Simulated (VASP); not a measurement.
A run of VASP 6.6.1 is set up as follows.

INCAR

```
PREC = Accurate
ENCUT = 600
EDIFF = 1E-6
ISMEAR = 0
SIGMA = 0.05
LREAL = F
LASPH = T
NELM = 100
ALGO = Normal
ISIF = 4
LWAVE = F
LCHARG = F
GGA = PE
IBRION = 2
NSW = 60
EDIFFG = -0.01
```

The input KPOINTS:

```
Automatic mesh
0
Gamma
  10 10 6
```

Contents of POSCAR:

```
PbO
1.0
    3.7459312158      0.0000000000      0.0000000000
   -1.8729656079      3.2440715937      0.0000000000
    0.0000000000      0.0000000000      6.5182010142
Pb O
2 2
Direct
    0.3333333333      0.6666666667      0.2500000000
    0.6666666667      0.3333333333      0.7500000000
    0.0000000000      0.0000000000      0.0000000000
    0.0000000000      0.0000000000      0.5000000000
```

Potentials or basis: VASP PAW PBE potentials, release 64 (Pb_d, O).

Command:

```bash
$ cat potpaw_PBE.64/Pb_d/POTCAR potpaw_PBE.64/O/POTCAR > POTCAR
$ mpirun -np 1 vasp_std > vasp.out
```

What does it give for the band gap on the k mesh?

0.20 eV, indirect (least direct gap 0.23 eV).

Final structure:
```xyz
4
Lattice="3.7500 0.0000 0.0000 -1.8750 3.2476 0.0000 0.0000 0.0000 6.5041" Properties=species:S:1:pos:R:3 pbc="T T T"
Pb    0.0000    2.1651    1.6260
Pb    1.8750    1.0825    4.8781
O     0.0000    0.0000    6.5041
O     0.0000    0.0000    3.2520
```

Caveat: spin-orbit coupling is left out, which moves the levels of the heavy elements. A k mesh can miss the band edges.
